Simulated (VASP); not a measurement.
# Ag (Fm-3m) in VASP: further runs, part 2 of 2

VASP 6.6.1. The steps go on from the part before.

**3. Relaxation of cell and atoms, revPBE+D3(BJ)**

The input, INCAR:

```
ALGO = Normal ; EDIFF = 1E-6
EDIFFG = -0.02 ; ENCUT = 600
GGA = RE ; IBRION = 2
ISIF = 3 ; ISMEAR = -1
IVDW = 12 ; LASPH = True
LCHARG = False ; LREAL = False
LWAVE = False ; NELM = 80
NSW = 80 ; PREC = Accurate
SIGMA = 0.05
```

The input, KPOINTS:

```
k-points
0
Gamma
  11 11 11
```

The input, POSCAR:

```
Ag
1.0
    0.0000000000      2.0427500000      2.0427500000
    2.0427500000      0.0000000000      2.0427500000
    2.0427500000      2.0427500000      0.0000000000
Ag
1
Direct
    0.0000000000      0.0000000000      0.0000000000
```

Potentials or basis: VASP PAW PBE potentials, release 64 (Ag).

Run with:

```
cat potpaw_PBE.64/Ag/POTCAR > POTCAR
mpirun -np 1 vasp_std > vasp.out
```

Wall time 9.9 s (1 thread of Intel Xeon Platinum 8488C (Sapphire Rapids), shared host); peak memory 0.16 GiB.

Results (log left out):

- Free energy: -3.4037 eV
- Relaxed volume: 16.46 Å³/atom
- Relaxed cell: a = 2.855 Å, b = 2.855 Å, c = 2.855 Å, α = 60.00°, β = 60.00°, γ = 60.00°
- Space group after relaxing (to 0.05 Å): Fm-3m (No. 225)
- Energy gained by relaxing: 7.2 meV/atom
- Ionic steps: 3
- Pressure after relaxing: 0.0 GPa
- Dispersion energy per atom: -1.168 eV

Step by step:
```tsv
step	energy change (eV)	largest force (eV/Å)	pressure (GPa)	volume (Å³)
1	0.0000	0.0000	-3.75	17.05
2	-0.0039	0.0000	2.96	16.08
3	-0.0072	0.0000	0.00	16.46
```

Final structure:
```cif
data_structure
_symmetry_space_group_name_H-M 'P 1'
_symmetry_Int_Tables_number 1
_cell_length_a 2.8551
_cell_length_b 2.8551
_cell_length_c 2.8551
_cell_angle_alpha 60.000
_cell_angle_beta 60.000
_cell_angle_gamma 60.000
_cell_volume 16.46
loop_
_atom_site_label
_atom_site_type_symbol
_atom_site_fract_x
_atom_site_fract_y
_atom_site_fract_z
_atom_site_occupancy
Ag1 Ag 0.00000 0.00000 0.00000 1
```

Levels at points of the mesh, in eV from the Fermi level:
```csv
k point,band 3,band 4,band 5,band 6,band 7,band 8,band 9
"(0.00, 0.00, 0.00)",-5.20,-5.20,-4.10,-4.10,15.85,19.66,19.66
```

Caveat: the PAW data sets were made with another functional, which shifts forces and pressure a little; pairwise dispersion overbinds metals, which lowers pressure and volume.

**4. Relaxation of cell and atoms, RPBE**

The input, INCAR:

```
SYSTEM = Ag
  ALGO = Normal
  EDIFF = 1E-6
  EDIFFG = -0.005
  ENCUT = 600
  GGA = RP
  IBRION = 2
  ISIF = 3
  ISMEAR = -1
  LASPH = .True.
  LCHARG = .False.
  LREAL = .False.
  LWAVE = .False.
  NELM = 60
  NSW = 80
  PREC = Accurate
  SIGMA = 0.05
```

The input, KPOINTS:

```
k-points
0
Gamma
  11 11 11
  0 0 0
```

POSCAR is that of step 3.

Run with:

```
cat potpaw_PBE.64/Ag/POTCAR > POTCAR
mpirun -np 1 vasp_std > vasp.out
```

Run time: 14 s. Hardware: 1 thread of Intel Xeon Platinum 8488C (Sapphire Rapids), shared host; peak memory 0.15 GiB.

It converged, with:

```
Free energy                            : -2.2006 eV
Relaxed volume                         : 18.64 Å³/atom
Relaxed cell                           : a = 2.976 Å, b = 2.976 Å, c = 2.976 Å, α = 60.00°, β = 60.00°, γ = 60.00°
Space group after relaxing (to 0.05 Å) : Fm-3m (No. 225)
Energy gained by relaxing              : 37.3 meV/atom
Ionic steps                            : 5
Pressure after relaxing                : 0.0 GPa
```

The path:
```csv
step,energy change (eV),largest force (eV/Å),pressure (GPa),volume (Å³)
1,0.0000,0.0000,8.36,17.05
2,-0.0319,0.0000,-2.37,19.34
3,-0.0373,0.0000,0.06,18.63
4,-0.0373,0.0000,-0.07,18.66
5,-0.0373,0.0000,-0.01,18.64
```

Final structure:
```
Ag
1.0
     0.00000    2.10443    2.10443
     2.10443    0.00000    2.10443
     2.10443    2.10443    0.00000
Ag
1
Cartesian
  0.0000 0.0000 0.0000
```

Levels at points of the mesh, in eV from the Fermi level:
```tsv
k point	band 3	band 4	band 5	band 6	band 7	band 8	band 9
(0.00, 0.00, 0.00)	-4.82	-4.82	-3.95	-3.95	15.49	18.59	18.59
```

Caveat: the PAW data sets were made with another functional, which shifts forces and pressure a little. RPBE and its kin give volumes clearly too large for solids.

**5. Single point, LDA, collinear spin, ferromagnetic start (volume scaled by 0.94)**

The input, INCAR:

```
SYSTEM = Ag
  ALGO = Fast
  EDIFF = 1E-7
  ENCUT = 520
  GGA = CA
  ISIF = 2
  ISMEAR = -1
  ISPIN = 2
  LASPH = .TRUE.
  LCHARG = .FALSE.
  LMAXMIX = 4
  LORBIT = 11
  LREAL = .FALSE.
  LWAVE = .FALSE.
  MAGMOM = -0.36
  NBANDS = 16
  NELM = 150
  PREC = Accurate
  SIGMA = 0.025
```

The input, KPOINTS:

```
k-points
0
G
  11 11 11
  0 0 0
```

The input, POSCAR:

```
Ag
1.0
    0.0000000000      2.0010495236      2.0010495236
    2.0010495236      0.0000000000      2.0010495236
    2.0010495236      2.0010495236      0.0000000000
Ag
1
Direct
    0.0000000000      0.0000000000      0.0000000000
```

Potentials or basis: VASP PAW LDA potentials, release 64 (Ag).

Run with:

```
cat potpaw_LDA.64/Ag/POTCAR > POTCAR
mpirun -np 1 vasp_std > vasp.out
```

OUTCAR:

```text
SYSTEM = Ag
   EDIFF = 1E-7
   ENCUT = 520
   GGA = CA
   ISIF = 2
   ISMEAR = -1
   ISPIN = 2
   LASPH = .TRUE.
   LORBIT = 11
   LREAL = .FALSE.
   NELM = 150
   PREC = Accurate

 ion  position               nearest neighbor table
   1  0.000  0.000  0.000-

  LATTYP: Found a face centered cubic cell.
 ALAT       =     4.0020990472

  Lattice vectors:

[... 1116 lines left out ...]
     16      43.0750      0.00000

 [... further k-points ...]
[... 5 lines left out ...]
  --------------------------------------------------------------------------------------
  -------------------------------------------------------------------------------------
  Total       -0.0358013     -0.0358013     -0.0358013      0.0000000      0.0000000     -0.0000000
  in kB       -3.5793610     -3.5793610     -3.5793610      0.0000000      0.0000000     -0.0000000
  external PRESSURE =      -3.5793610 kB  Pullay stress =       0.0000000 kB

 VOLUME and BASIS-vectors are now :
 -----------------------------------------------------------------------------
  energy-cutoff  :      520.00
  volume of cell :       16.03
      direct lattice vectors                 reciprocal lattice vectors
     0.000000000  2.001049524  2.001049524    -0.249868878  0.249868878  0.249868878
     2.001049524  0.000000000  2.001049524     0.249868878 -0.249868878  0.249868878
     2.001049524  2.001049524  0.000000000     0.249868878  0.249868878 -0.249868878

 POSITION                                       TOTAL-FORCE (eV/Angst)
 -----------------------------------------------------------------------------------
      0.00000      0.00000      0.00000         0.000000     -0.000000     -0.000000
 -----------------------------------------------------------------------------------
    total drift:                               -0.000000      0.000000     -0.000000

  FREE ENERGIE OF THE ION-ELECTRON SYSTEM (eV)
  ---------------------------------------------------
  free  energy   TOTEN  =        -3.7873971239 eV

  energy  without entropy=       -3.7869703251  energy(sigma->0) =       -3.78718372

 total charge

# of ion       s       p       d       tot
------------------------------------------
    1        0.443   0.350   9.147   9.940

 magnetization (x)

# of ion       s       p       d       tot
------------------------------------------
    1       -0.000  -0.000   0.000  -0.000
```

It took 12 s on 1 thread of Intel Xeon 6975P-C (Granite Rapids), shared host; peak memory 0.14 GiB.

Results:

```yaml
Free_energy: -3.7874 eV
Pressure: -0.4 GPa
Net_moment: 0.00 μB per cell
Valence_electrons_inside_the_program's_atomic_spheres: Ag 9.94
```

Levels at points of the mesh, in eV from the Fermi level:
Spin up:
```tsv
k point	band 3	band 4	band 5	band 6	band 7	band 8	band 9	band 10
(0.00, 0.00, 0.00)	-5.20	-5.20	-4.02	-4.02	15.95	19.83	19.83	19.83
```
Spin down:
| k point | band 4 | band 5 | band 6 | band 7 | band 8 | band 9 |
| --- | --- | --- | --- | --- | --- | --- |
| (0.00, 0.00, 0.00) | -5.20 | -4.02 | -4.02 | 15.95 | 19.83 | 19.83 |

Caveat: the cell differs from its parent crystal (volume scaled by 0.94).

**6. Single point, LDA, collinear spin, ferromagnetic start (volume scaled by 0.96)**

The input, INCAR:

```
SYSTEM = Ag
ALGO     = Normal         ! electronic algorithm
EDIFF    = 1E-6           ! SCF threshold, eV
ENCUT    = 520            ! plane-wave cutoff, eV
ISIF     = 2              ! what is computed and relaxed
ISMEAR   = -1             ! smearing method
ISPIN    = 2              ! spin polarisation
LASPH    = .TRUE.         ! aspherical terms in the spheres
LCHARG   = .FALSE.        ! write CHGCAR
LMAXMIX  = 4              ! l up to which the mixer works
LORBIT   = 11             ! projections on sites
LREAL    = .FALSE.        ! projectors in reciprocal space
LWAVE    = .FALSE.        ! write WAVECAR
MAGMOM   = -0.36          ! initial moments
NBANDS   = 16             ! bands
NELM     = 150            ! most SCF steps
PREC     = Accurate       ! precision mode
SIGMA    = 0.025          ! smearing width, eV
```

KPOINTS is that of step 5.

The input, POSCAR:

```
Ag
1.0
    0.0000000000      2.0151418859      2.0151418859
    2.0151418859      0.0000000000      2.0151418859
    2.0151418859      2.0151418859      0.0000000000
Ag
1
Direct
    0.0000000000      0.0000000000      0.0000000000
```

Potentials or basis: VASP PAW LDA potentials, release 64 (Ag).

Run with:

```
cat potpaw_LDA.64/Ag/POTCAR > POTCAR
mpirun -np 1 vasp_std > vasp.out
```

It took 11 s on 1 thread of Intel Xeon 6975P-C (Granite Rapids), shared host; peak memory 0.14 GiB.

Results (log left out):

* Free energy: -3.7838 eV
* Pressure: -3.1 GPa
* Net moment: 0.00 μB per cell
* Valence electrons inside the program's atomic spheres: Ag 9.91

Levels at points of the mesh, in eV from the Fermi level:
Spin up:
```tsv
k point	band 2	band 3	band 4	band 5	band 6	band 7	band 8	band 9	band 10	band 11
(0.00, 0.00, 0.00)	-5.13	-5.13	-5.13	-4.00	-4.00	15.90	19.65	19.65	19.65	24.78
```
Spin down:
```
           k point  band 2  band 3  band 4  band 5  band 6  band 7  band 8  band 9  band 10  band 11
(0.00, 0.00, 0.00)   -5.13   -5.13   -5.13   -4.00   -4.00   15.90   19.65   19.65    19.65    24.78
```

Caveat: the cell differs from its parent crystal (volume scaled by 0.96).

**7. The runs side by side**

| task | level | potentials or basis | spin | cell | cutoff (eV) | smearing | gap on the mesh (eV) | pressure (GPa) | moment (μB) | relaxed volume (Å³/atom) |
| --- | --- | --- | --- | --- | --- | --- | --- | --- | --- | --- |
| relaxation of cell and atoms | RPBE+D4 | VASP PAW PBE potentials, release 64 (Ag) | off | relaxed from a = 2.889 Å, angles 60.0°, 1 atom | 600 | fermi-dirac 0.05 eV | none | 0.0 | - | 16.85 |
| relaxation of cell and atoms | revPBE+D3(BJ) | VASP PAW PBE potentials, release 64 (Ag) | off | relaxed from a = 2.889 Å, angles 60.0°, 1 atom | 600 | fermi-dirac 0.05 eV | none | 0.0 | - | 16.46 |
| relaxation of cell and atoms | RPBE | VASP PAW PBE potentials, release 64 (Ag) | off | relaxed from a = 2.889 Å, angles 60.0°, 1 atom | 600 | fermi-dirac 0.05 eV | none | 0.0 | - | 18.64 |
| single point | LDA | VASP PAW LDA potentials, release 64 (Ag) | collinear, ferromagnetic start | a = 2.830 Å, angles 60.0°, 1 atom | 520 | fermi-dirac 0.025 eV | none | -0.4 | 0.00 | - |
| single point | LDA | VASP PAW LDA potentials, release 64 (Ag) | collinear, ferromagnetic start | a = 2.850 Å, angles 60.0°, 1 atom | 520 | fermi-dirac 0.025 eV | none | -3.1 | 0.00 | - |

Alike in all rows: k mesh 11 × 11 × 11.

Caveats: the PAW data sets were made with another functional, which shifts forces and pressure a little (some runs); pairwise dispersion overbinds metals, which lowers pressure and volume (some runs).

Total energies depend on the potentials used, so only differences within one code and one set of settings carry meaning.
